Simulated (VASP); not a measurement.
# BN (vib) (F-43m) in VASP: notebook

The runs below take BN (vib) through single point, with LDA.

Program: VASP 6.6.1. These are calculated values, not measurements. Logs are shortened: lines on timing, memory, paths and dates and some standing lists are left out, and cuts for length are marked.

## 1. The cell of the first run

It takes space group F-43m (No. 216, cubic). The conventional cell has a = 3.580 Å, b = 3.580 Å, c = 3.580 Å, α = 90.00°, β = 90.00°, γ = 90.00°. B (site symmetry -43m) has 4 N at 1.55 Å within 2.1 Å. Within 2.1 Å of N (site symmetry -43m) lie 4 B at 1.55 Å.

## 2. Single point, LDA

File INCAR:

```
PREC = Accurate ; ENCUT = 600
EDIFF = 1E-6 ; ISMEAR = 0
SIGMA = 0.02 ; LREAL = F
LASPH = T ; NELM = 120
ALGO = Normal ; ISIF = 2
LWAVE = F ; LCHARG = F
GGA = CA ; NBANDS = 11
GGA_COMPAT = F
```

File KPOINTS:

```
regular mesh
0
Gamma
  8 8 8
```

File POSCAR:

```
BN
1.0
    0.0000000000      1.7899407152      1.7899407152
    1.7899407152      0.0000000000      1.7899407152
    1.7899407152      1.7899407152      0.0000000000
B N
1 1
Direct
    0.0000000000      0.0000000000      0.0000000000
    0.2500000000      0.2500000000      0.2500000000
```

Potentials or basis: VASP PAW LDA potentials, release 64 (B, N).

On the command line:

```
$ cat potpaw_LDA.64/B/POTCAR potpaw_LDA.64/N/POTCAR > POTCAR
$ mpirun -np 1 vasp_std > vasp.out
```

OUTCAR:

```text
PREC = Accurate
   ENCUT = 600
   EDIFF = 1E-6
   ISMEAR = 0
   LREAL = F
   LASPH = T
   NELM = 120
   ISIF = 2
   GGA = CA

 ion  position               nearest neighbor table
   1  0.000  0.000  0.000-   2 1.55   2 1.55   2 1.55   2 1.55
   2  0.250  0.250  0.250-   1 1.55   1 1.55   1 1.55   1 1.55

  LATTYP: Found a face centered cubic cell.
 ALAT       =     3.5798814304

  Lattice vectors:

 A1 = (   0.0000000000,   1.7899407152,   1.7899407152)
 A2 = (   1.7899407152,   0.0000000000,   1.7899407152)
 A3 = (   1.7899407152,   1.7899407152,   0.0000000000)

Analysis of symmetry for initial positions (statically):
=====================================================================
 Subroutine PRICEL returns:
 Original cell was already a primitive cell.

 Routine SETGRP: Setting up the symmetry group for a
 face centered cubic supercell.

 Subroutine GETGRP returns: Found 24 space group operations
 (whereof 24 operations were pure point group operations)
 out of a pool of 48 trial point group operations.

The static configuration has the point symmetry T_d .

Analysis of symmetry for dynamics (positions and initial velocities):
=====================================================================
 Subroutine PRICEL returns:
 Original cell was already a primitive cell.

 Routine SETGRP: Setting up the symmetry group for a
 face centered cubic supercell.

 Subroutine GETGRP returns: Found 24 space group operations
 (whereof 24 operations were pure point group operations)
 out of a pool of 48 trial point group operations.

The dynamic configuration has the point symmetry T_d .

 Subroutine INISYM returns: Found 24 space group operations
 (whereof 24 operations are pure point group operations),
 and found     1 'primitive' translations

----------------------------------------------------------------------------------------

                                     Primitive cell

  volume of cell :      11.4695

  direct lattice vectors                    reciprocal lattice vectors
     0.000000000  1.789940715  1.789940715    -0.279338861  0.279338861  0.279338861
     1.789940715  0.000000000  1.789940715     0.279338861 -0.279338861  0.279338861
     1.789940715  1.789940715  0.000000000     0.279338861  0.279338861 -0.279338861

  length of vectors
     2.531358435  2.531358435  2.531358435     0.483829099  0.483829099  0.483829099

  position of ions in fractional coordinates (direct lattice)
     0.000000000  0.000000000  0.000000000
     0.250000000  0.250000000  0.250000000

  ion indices of the primitive-cell ions
   primitive index   ion index
                 1           1
                 2           2

----------------------------------------------------------------------------------------

 KPOINTS: regular mesh

Automatic generation of k-mesh.
 Grid dimensions read from file:
 generate k-points for:    8    8    8

 Generating k-lattice:

  Cartesian coordinates                     Fractional coordinates (reciprocal lattice)
    -0.034917358  0.034917358  0.034917358     0.125000000  0.000000000  0.000000000
     0.034917358 -0.034917358  0.034917358     0.000000000  0.125000000  0.000000000
     0.034917358  0.034917358 -0.034917358     0.000000000  0.000000000  0.125000000

  Length of vectors
     0.060478637  0.060478637  0.060478637

  Shift w.r.t. Gamma in fractional coordinates (k-lattice)
     0.000000000  0.000000000  0.000000000

 Subroutine IBZKPT returns following result:
 ===========================================

 Found     29 irreducible k-points:

 Following reciprocal coordinates:
            Coordinates               Weight
  0.000000  0.000000  0.000000      1.000000
  0.125000  0.000000  0.000000      8.000000
  0.250000  0.000000  0.000000      8.000000
  0.375000  0.000000  0.000000      8.000000
  0.500000  0.000000  0.000000      4.000000
  0.125000  0.125000  0.000000      6.000000
[... 16 lines left out ...]
  0.500000  0.250000  0.125000     48.000000
 -0.375000  0.250000  0.125000     24.000000
 [... further k-points ...]
   k-points           NKPTS =     29   k-points in BZ     NKDIM =     29   number of bands    NBANDS=     11
   number of dos      NEDOS =    301   number of ions     NIONS =      2
   total plane-waves  NPLWV =   8000
   dimension x,y,z NGX =    20 NGY =   20 NGZ =   20
   dimension x,y,z NGXF=    40 NGYF=   40 NGZF=   40
   ions per type =               1   1
   NGX,Y,Z   is equivalent  to a cutoff of  13.13, 13.13, 13.13 a.u.
   NGXF,Y,Z  is equivalent  to a cutoff of  26.27, 26.27, 26.27 a.u.
 SYSTEM =  unknown system
   PREC   = accura    normal or accurate (medium, high low for compatibility)
   ISTART =      0    job   : 0-new  1-cont  2-samecut
   ICHARG =      2    charge: 1-file 2-atom 10-const
   ISPIN  =      1    spin polarized calculation?
   LNONCOLLINEAR =      F non collinear calculations
   LSORBIT =      F    spin-orbit coupling
   LASPH  =      T    aspherical Exc in radial PAW
   ENCUT  =  600.0 eV  44.10 Ry    6.64 a.u.   5.06  5.06  5.06*2*pi/ulx,y,z
   NELM   =    120;   NELMIN=  2; NELMDL= -5     # of ELM steps
   EDIFF  = 0.1E-05   stopping-criterion for ELM
   LREAL  =      F    real-space projection
   EDIFFG = 0.1E-04   stopping-criterion for IOM
   NSW    =      0    number of steps for IOM
   IBRION =     -1    ionic relax: 0-MD 1-quasi-New 2-CG
   NFREE  =      0    steps in history (QN), initial steepest desc. (CG)
   ISIF   =      2    stress and relaxation
   ISYM   =      2    0-nonsym 1-usesym 2-fastsym
   POTIM  = 0.5000    time-step for ionic-motion
   TEBEG  =    0.0;   TEEND  =   0.0 temperature during run
   PSTRESS=    0.0 pullay stress
   NELECT =       8.0000    total number of electrons
   NUPDOWN=      -1.0000    fix difference up-down
   EMIN   =  10.00;   EMAX   =-10.00  energy-range for DOS
   EFERMI =   0.00;   METHOD = LEGACY
   ISMEAR =     0;   SIGMA  =   0.02  broadening in eV -4-tet -1-fermi 0-gaus
   EFERMI_NEDOS =   21; number of points for ismear=-14 and -15
   IALGO  =     38    algorithm
   IMIX   =      4    mixing-type and parameters
     AMIX     =   0.40;   BMIX     =  1.00
     AMIX_MAG =   1.60;   BMIX_MAG =  1.00
  volume/ion in A,a.u.               =       5.73        38.70
  Fermi-wavevector in a.u.,A,eV,Ry     =   1.451854  2.743606 28.679436  2.107879
  Thomas-Fermi vector in A             =   2.569303
   LORBIT       =      0    0 simple, 1 ext, 2 COOP (PROOUT), +10 PAW based schemes
   GGA     = CA    functional components
   LHFCALC =     F    Hartree Fock is set to
   AEXX    =    0.0000 exact exchange contribution
   IVDW    =     0    specifies the selected vdW correction
   LEPSILON=     F    determine dielectric tensor
   LRPA    =     F    only Hartree local field effects (RPA)
 non-spin polarized calculation
 Gauss-broadening in eV      SIGMA  =   0.02
  energy-cutoff  :      600.00
  volume of cell :       11.47
 maximum number of plane-waves:       392
   NGX = 11   NGY = 11   NGZ = 11

 number of electron       7.9999999 magnetization

 Free energy of the ion-electron system (eV)
  ---------------------------------------------------
  ext. energy  EPLUGINS =         0.00000000
  ---------------------------------------------------
  free energy    TOTEN  =       -19.41593053 eV

  energy without entropy =      -19.41593053  energy(sigma->0) =      -19.41593053

 E-fermi :   7.8784     XC(G=0): -13.2461

 val. band max:        7.7589811578   @ k =   0.0000   0.0000   0.0000
 cond. band min:      12.1368730768   @ k =   0.5000   0.5000   0.0000
 fundamental gap:      4.3778919191
 Fermi energy:         7.8784240800

 k-point     1 :       0.0000    0.0000    0.0000
  band No.  band energies     occupation
      1     -12.6456      2.00000
      2       7.7590      2.00000
      3       7.7590      2.00000
      4       7.7590      2.00000
      5      16.5806      0.00000
      6      16.5806      0.00000
      7      16.5806      0.00000
      8      18.6786      0.00000
      9      32.8057      0.00000
     10      35.9091      0.00000
     11      35.9091      0.00000

 k-point     2 :       0.1250    0.0000    0.0000
  band No.  band energies     occupation
      1     -12.2565      2.00000
      2       5.8583      2.00000
      3       7.3635      2.00000
      4       7.3635      2.00000
      5      17.0707      0.00000
      6      17.1700      0.00000
      7      17.1700      0.00000
      8      19.7581      0.00000
      9      32.1407      0.00000
     10      32.5860      0.00000
     11      32.5860      0.00000

 k-point     3 :       0.2500    0.0000    0.0000
  band No.  band energies     occupation
      1     -11.1227      2.00000
      2       2.1882      2.00000
      3       6.5904      2.00000
      4       6.5904      2.00000
      5      17.6952      0.00000
      6      18.1380      0.00000
      7      18.1380      0.00000
      8      21.6275      0.00000
      9      31.2209      0.00000
     10      31.5108      0.00000
     11      31.5108      0.00000

 k-point     4 :       0.3750    0.0000    0.0000
  band No.  band energies     occupation
      1      -9.4266      2.00000
      2      -1.3629      2.00000
      3       5.9774      2.00000
      4       5.9774      2.00000
      5      18.1769      0.00000
      6      18.4907      0.00000
      7      18.4907      0.00000
      8      22.7399      0.00000
      9      31.0810      0.00000
     10      33.0815      0.00000
     11      33.0815      0.00000
[... 239 lines left out ...]
 k-point    22 :       0.3750    0.2500    0.1250
  band No.  band energies     occupation
      1     -10.1531      2.00000
      2       1.9894      2.00000
      3       3.6978      2.00000
      4       5.6811      2.00000
      5      16.3699      0.00000
      6      19.7100      0.00000
      7      20.6652      0.00000
      8      21.2436      0.00000
      9      27.3301      0.00000
     10      33.6260      0.00000
     11      35.4454      0.00000

 k-point    23 :       0.5000    0.2500    0.1250
  band No.  band energies     occupation
      1      -8.5603      2.00000
      2      -0.6353      2.00000
      3       2.8945      2.00000
      4       4.7120      2.00000
      5      17.1594      0.00000
      6      19.2480      0.00000
      7      21.8516      0.00000
      8      22.5571      0.00000
      9      27.9105      0.00000
     10      33.2202      0.00000
     11      35.5168      0.00000

 k-point    24 :      -0.3750    0.2500    0.1250
  band No.  band energies     occupation
      1      -7.4881      2.00000
      2      -2.2067      2.00000
      3       2.8401      2.00000
      4       4.1812      2.00000
      5      17.3013      0.00000
      6      19.1542      0.00000
      7      22.4451      0.00000
      8      23.7525      0.00000
      9      27.2391      0.00000
     10      33.8553      0.00000
     11      35.5039      0.00000

 [... further k-points ...]

------------------------ aborting loop because EDIFF is reached ----------------------------------------

  FORCE on cell =-STRESS in cart. coord.  units (eV):
  Direction    XX          YY          ZZ          XY          YZ          ZX
  --------------------------------------------------------------------------------------
  -------------------------------------------------------------------------------------
  Total        0.0711660      0.0711660      0.0711660      0.0000000      0.0000000      0.0000000
  in kB        9.9411636      9.9411636      9.9411636      0.0000000      0.0000000      0.0000000
  external PRESSURE =       9.9411636 kB  Pullay stress =       0.0000000 kB

 VOLUME and BASIS-vectors are now :
 -----------------------------------------------------------------------------
  energy-cutoff  :      600.00
  volume of cell :       11.47
      direct lattice vectors                 reciprocal lattice vectors
     0.000000000  1.789940715  1.789940715    -0.279338861  0.279338861  0.279338861
     1.789940715  0.000000000  1.789940715     0.279338861 -0.279338861  0.279338861
     1.789940715  1.789940715  0.000000000     0.279338861  0.279338861 -0.279338861

 POSITION                                       TOTAL-FORCE (eV/Angst)
 -----------------------------------------------------------------------------------
      0.00000      0.00000      0.00000         0.000000      0.000000      0.000000
      0.89497      0.89497      0.89497        -0.000000     -0.000000     -0.000000
 -----------------------------------------------------------------------------------
    total drift:                               -0.000000     -0.000000     -0.000000

  FREE ENERGIE OF THE ION-ELECTRON SYSTEM (eV)
  ---------------------------------------------------
  free  energy   TOTEN  =       -19.4159305336 eV

  energy  without entropy=      -19.4159305336  energy(sigma->0) =      -19.41593053
```

Run time: 5.5 s. Hardware: 1 thread of Intel Xeon 8259CL, shared host; peak memory 0.11 GiB.

What came out:

- Free energy: -19.4159 eV
- Pressure: 1.0 GPa
- Band gap on the k mesh: 4.38 eV, indirect (least direct gap 8.82 eV)

## 3. Single point, LDA

File INCAR:

```
ALGO     = Normal         # electronic algorithm
EDIFF    = 1E-6           # SCF threshold, eV
ENCUT    = 600            # plane-wave cutoff, eV
GGA      = CA             # functional
GGA_COMPAT= F            
ISIF     = 2              # what is computed and relaxed
ISMEAR   = 0              # smearing method
LASPH    = T              # aspherical terms in the spheres
LCHARG   = F              # write CHGCAR
LREAL    = F              # projectors in reciprocal space
LWAVE    = F              # write WAVECAR
NBANDS   = 11             # bands
NELM     = 120            # most SCF steps
PREC     = Accurate       # precision mode
SIGMA    = 0.1            # smearing width, eV
```

File KPOINTS:

```
k-points
0
Gamma
  10 10 10
```

POSCAR is that of step 2.

Potentials or basis: VASP PAW LDA potentials, release 64 (B, N).

On the command line:

```
$ cat potpaw_LDA.64/B/POTCAR potpaw_LDA.64/N/POTCAR > POTCAR
$ mpirun -np 1 vasp_std > vasp.out
```

It took 6.8 s on 1 thread of Intel Xeon 8259CL, shared host; peak memory 0.12 GiB.

The run converged. Its results:

```
Free energy            : -19.4163 eV
Pressure               : 1.0 GPa
Band gap on the k mesh : 4.38 eV, indirect (least direct gap 8.82 eV)
```

Levels at points of the mesh, in eV from the valence-band top:
```tsv
k point	band 1	band 2	band 3	band 4	band 5	band 6	band 7	band 8	band 9
(0.00, 0.00, 0.00)	-20.40	0.00	0.00	0.00	8.82	8.82	8.82	10.92	25.05
(0.50, 0.00, 0.00)	-15.98	-10.98	-2.00	-2.00	10.60	10.73	10.73	15.31	23.51
(0.50, 0.50, 0.00)	-14.57	-9.08	-5.07	-5.07	4.38	9.31	18.15	18.15	21.01
```
